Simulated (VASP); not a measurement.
Set up this calculation in VASP 6.6.1, as the native input.

* Task: single point
* Functional: PBE
* Potentials or basis: VASP PAW PBE potentials, release 64 (B, P)
* Cutoff: 520 eV
* k mesh: 10 × 10 × 10
* Occupations: gaussian, width 0.02 eV
* Spin: no spin polarisation
* Dipole correction: no
* Further INCAR settings: ALGO = Normal; EDIFF = 1e-06; NBANDS = 11

The structure of BP lies in POSCAR:

```
BP
1.0
    0.0000000000      2.2741906187      2.2741906187
    2.2741906187      0.0000000000      2.2741906187
    2.2741906187      2.2741906187      0.0000000000
B P
1 1
Direct
    0.0000000000      0.0000000000      0.0000000000
    0.7500000000      0.7500000000      0.7500000000
```

The input as run:

INCAR

```
ALGO = Normal
EDIFF = 1E-6
ENCUT = 520
GGA = PE
ISIF = 2
ISMEAR = 0
LASPH = True
LCHARG = False
LREAL = False
LWAVE = False
NBANDS = 11
NELM = 60
PREC = Accurate
SIGMA = 0.02
```

KPOINTS

```
k-points
0
Gamma
  10 10 10
```

Potentials or basis: VASP PAW PBE potentials, release 64 (B, P).

Launch:

```console
$ cat potpaw_PBE.64/B/POTCAR potpaw_PBE.64/P/POTCAR > POTCAR
$ mpirun -np 1 vasp_std > vasp.out
```

Results of the run:

The pressure is -0.2 GPa and the band gap on the k mesh is 1.25 eV, indirect (least direct gap 3.39 eV).

It took 3.6 s on 1 thread of Intel(R) Xeon(R) 6975P-C (Granite Rapids), on a shared host, peak memory 0.13 GiB.
